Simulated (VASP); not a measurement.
# CuO (F-43m) in VASP: settings compared, part 2 of 2

VASP 6.6.1.

**5. Single point, PBE**

This run uses another cell than the first one, of 11.58 Å³/atom, 0.883 times its volume.

INCAR

```
SYSTEM = CuO
ALGO = Normal ; EDIFF = 1E-7
ENCUT = 520 ; GGA = PE
ISIF = 2 ; ISMEAR = -1
LASPH = .True. ; LCHARG = .False.
LREAL = .False. ; LWAVE = .False.
NBANDS = 16 ; NELM = 80
PREC = Accurate ; SIGMA = 0.05
```

KPOINTS

```
k-points
0
Gamma
  10 10 10
  0 0 0
```

POSCAR

```
CuO
1.0
    0.0000000000      2.2622018539      2.2622018539
    2.2622018539      0.0000000000      2.2622018539
    2.2622018539      2.2622018539      0.0000000000
Cu O
1 1
Direct
    0.0000000000      0.0000000000      0.0000000000
    0.2500000000      0.2500000000      0.2500000000
```

Potentials or basis: VASP PAW PBE potentials, release 64 (Cu, O).

Command:

```console
$ cat potpaw_PBE.64/Cu/POTCAR potpaw_PBE.64/O/POTCAR > POTCAR
$ mpirun -np 1 vasp_std > vasp.out
```

OUTCAR:

```text
SYSTEM = CuO
   EDIFF = 1E-7
   ENCUT = 520
   GGA = PE
   ISIF = 2
   ISMEAR = -1
   LASPH = .True.
   LREAL = .False.
   NELM = 80
   PREC = Accurate

 ion  position               nearest neighbor table
   1  0.000  0.000  0.000-   2 1.96   2 1.96   2 1.96   2 1.96
   2  0.250  0.250  0.250-   1 1.96   1 1.96   1 1.96   1 1.96

  LATTYP: Found a face centered cubic cell.
 ALAT       =     4.5244037078

  Lattice vectors:

 A1 = (   0.0000000000,   2.2622018539,   2.2622018539)
 A2 = (   2.2622018539,   0.0000000000,   2.2622018539)
 A3 = (   2.2622018539,   2.2622018539,   0.0000000000)

Analysis of symmetry for initial positions (statically):
=====================================================================
 Subroutine PRICEL returns:
 Original cell was already a primitive cell.

 Routine SETGRP: Setting up the symmetry group for a
 face centered cubic supercell.

 Subroutine GETGRP returns: Found 24 space group operations
 (whereof 24 operations were pure point group operations)
 out of a pool of 48 trial point group operations.

The static configuration has the point symmetry T_d .

Analysis of symmetry for dynamics (positions and initial velocities):
=====================================================================
 Subroutine PRICEL returns:
 Original cell was already a primitive cell.

 Routine SETGRP: Setting up the symmetry group for a
 face centered cubic supercell.

 Subroutine GETGRP returns: Found 24 space group operations
 (whereof 24 operations were pure point group operations)
 out of a pool of 48 trial point group operations.

The dynamic configuration has the point symmetry T_d .

 Subroutine INISYM returns: Found 24 space group operations
 (whereof 24 operations are pure point group operations),
 and found     1 'primitive' translations

[... 105 lines left out ...]
   NELECT =      17.0000    total number of electrons
   NUPDOWN=      -1.0000    fix difference up-down
   EMIN   =  10.00;   EMAX   =-10.00  energy-range for DOS
   EFERMI =   0.00;   METHOD = LEGACY
   ISMEAR =    -1;   SIGMA  =   0.05  broadening in eV -4-tet -1-fermi 0-gaus
   EFERMI_NEDOS =   21; number of points for ismear=-14 and -15
   IALGO  =     38    algorithm
   IMIX   =      4    mixing-type and parameters
     AMIX     =   0.40;   BMIX     =  1.00
     AMIX_MAG =   1.60;   BMIX_MAG =  1.00
  volume/ion in A,a.u.               =      11.58        78.13
  Fermi-wavevector in a.u.,A,eV,Ry     =   1.476896  2.790928 29.677307  2.181221
  Thomas-Fermi vector in A             =   2.591366
   LORBIT       =      0    0 simple, 1 ext, 2 COOP (PROOUT), +10 PAW based schemes
   GGA     = PE    functional components
   LHFCALC =     F    Hartree Fock is set to
   AEXX    =    0.0000 exact exchange contribution
   IVDW    =     0    specifies the selected vdW correction
   LEPSILON=     F    determine dielectric tensor
   LRPA    =     F    only Hartree local field effects (RPA)
 non-spin polarized calculation
  energy-cutoff  :      520.00
  volume of cell :       23.15
 maximum number of plane-waves:       636
   NGX = 11   NGY = 11   NGZ = 11

 number of electron      17.0000022 magnetization

 Free energy of the ion-electron system (eV)
  ---------------------------------------------------
  ext. energy  EPLUGINS =         0.00000000
  ---------------------------------------------------
  free energy    TOTEN  =        -9.56574878 eV

  energy without entropy =       -9.54374813  energy(sigma->0) =       -9.55474845

 E-fermi :   4.0006     XC(G=0): -11.0339

 val. band max:        3.9946629108   @ k =  -0.1000   0.1000   0.0000
 cond. band min:       4.0101566284   @ k =   0.3000   0.2000   0.0000
 fundamental gap:      0.0154937176
 Fermi energy:         4.0005784528

 k-point     1 :       0.0000    0.0000    0.0000
  band No.  band energies     occupation
      1     -14.8792      2.00000
      2      -0.8797      2.00000
      3      -0.8797      2.00000
      4      -0.8797      2.00000
      5       1.9682      2.00000
      6       1.9682      2.00000
[... 433 lines left out ...]
      3      -0.4367      2.00000
      4      -0.3872      2.00000
      5       1.6879      2.00000
      6       2.1436      2.00000
[... 8 lines left out ...]
     15      27.3706      0.00000
     16      28.8883      0.00000

 [... further k-points ...]
[... 5 lines left out ...]
  --------------------------------------------------------------------------------------
  -------------------------------------------------------------------------------------
  Total        0.0942657      0.0942657      0.0942657     -0.0000000     -0.0000000     -0.0000000
  in kB        6.5228940      6.5228940      6.5228940     -0.0000000     -0.0000000     -0.0000000
  external PRESSURE =       6.5228940 kB  Pullay stress =       0.0000000 kB

 VOLUME and BASIS-vectors are now :
 -----------------------------------------------------------------------------
  energy-cutoff  :      520.00
  volume of cell :       23.15
      direct lattice vectors                 reciprocal lattice vectors
     0.000000000  2.262201854  2.262201854    -0.221023601  0.221023601  0.221023601
     2.262201854  0.000000000  2.262201854     0.221023601 -0.221023601  0.221023601
     2.262201854  2.262201854  0.000000000     0.221023601  0.221023601 -0.221023601

 POSITION                                       TOTAL-FORCE (eV/Angst)
 -----------------------------------------------------------------------------------
      0.00000      0.00000      0.00000        -0.000000     -0.000000     -0.000000
      1.13110      1.13110      1.13110         0.000000      0.000000      0.000000
 -----------------------------------------------------------------------------------
    total drift:                                0.000001      0.000001      0.000001

  FREE ENERGIE OF THE ION-ELECTRON SYSTEM (eV)
  ---------------------------------------------------
  free  energy   TOTEN  =        -9.5657487774 eV

  energy  without entropy=       -9.5437481291  energy(sigma->0) =       -9.55474845
```

OSZICAR:

```text
N       E                     dE             d eps       ncg     rms          rms(c)
DAV:   1     0.933224539963E+02    0.93322E+02   -0.82579E+03  1600   0.155E+03
DAV:   2    -0.711431668209E+01   -0.10044E+03   -0.89115E+02  1608   0.283E+02
DAV:   3    -0.125382892725E+02   -0.54240E+01   -0.52145E+01  1872   0.667E+01
DAV:   4    -0.126032429567E+02   -0.64954E-01   -0.64934E-01  1672   0.715E+00
DAV:   5    -0.126044372566E+02   -0.11943E-02   -0.11943E-02  2056   0.103E+00    0.120E+01
DAV:   6    -0.114363111734E+02    0.11681E+01   -0.19330E+01  1736   0.117E+02    0.986E+00
DAV:   7    -0.957552168822E+01    0.18608E+01   -0.66167E+00  1920   0.927E+01    0.164E+00
DAV:   8    -0.958800291081E+01   -0.12481E-01   -0.38673E-01  1560   0.544E+00    0.109E+00
DAV:   9    -0.956815272762E+01    0.19850E-01   -0.43660E-02  2624   0.517E+00    0.448E-01
DAV:  10    -0.956568697356E+01    0.24658E-02   -0.69222E-03  2296   0.181E+00    0.202E-01
DAV:  11    -0.956566905509E+01    0.17918E-04   -0.16726E-03  1760   0.399E-01    0.462E-02
DAV:  12    -0.956572927640E+01   -0.60221E-04   -0.75756E-05  2016   0.121E-01    0.541E-02
DAV:  13    -0.956574974238E+01   -0.20466E-04   -0.52836E-05  1808   0.884E-02    0.107E-02
DAV:  14    -0.956574901168E+01    0.73070E-06   -0.22608E-06  2088   0.162E-02    0.579E-03
DAV:  15    -0.956574877151E+01    0.24017E-06   -0.68430E-07  1816   0.804E-03    0.885E-04
DAV:  16    -0.956574877743E+01   -0.59183E-08   -0.46126E-08  1280   0.226E-03
   1 F= -.95657488E+01 E0= -.95547485E+01  d E =-.220006E-01
```

Wall time 12 s (1 thread of Intel Xeon Platinum 8259CL at 2.50GHz (Skylake/Cascade Lake), shared host); peak memory 0.14 GiB.

What came out:

| Quantity | Value |
| --- | --- |
| Free energy | -9.5657 eV |
| Pressure | 0.7 GPa |

Caveat: an odd number of electrons without spin polarisation forces a metal; a magnetic or distorted state may lie lower; semilocal functionals often make such compounds metallic where correlation or magnetic order opens a gap, which also shifts bond lengths. With open d or f shells a metallic result of PBE can be an artefact of self-interaction; +U or a hybrid may open a gap.

**6. Overview**

| level | potentials or basis | cell | k mesh | gap on the mesh (eV) | pressure (GPa) |
| --- | --- | --- | --- | --- | --- |
| PBE | VASP PAW PBE potentials, release 64 (Cu, O) | a = 3.335 Å, angles 60.0°, 2 atoms | 10 × 10 × 10 | none | -12.4 |
| PBE | VASP PAW PBE potentials, release 64 (Cu, O) | a = 3.291 Å, angles 60.0°, 2 atoms | 6 × 6 × 6 | none | -9.0 |
| LDA | VASP PAW LDA potentials, release 64 (Cu, O) | a = 3.105 Å, angles 60.0°, 2 atoms | 10 × 10 × 10 | none | 1.0 |
| PBE | VASP PAW PBE potentials, release 64 (Cu, O) | a = 3.199 Å, angles 60.0°, 2 atoms | 10 × 10 × 10 | none | 0.7 |

Alike in all rows: task single point; no spin polarisation; cutoff (eV) 520; smearing fermi-dirac 0.05 eV.

Caveats: some runs use coarse meshes; an odd number of electrons without spin polarisation forces a metal; a magnetic or distorted state may lie lower; semilocal functionals often make such compounds metallic where correlation or magnetic order opens a gap, which also shifts bond lengths.

Total energies depend on the potentials used, so only differences within one code and one set of settings carry meaning.
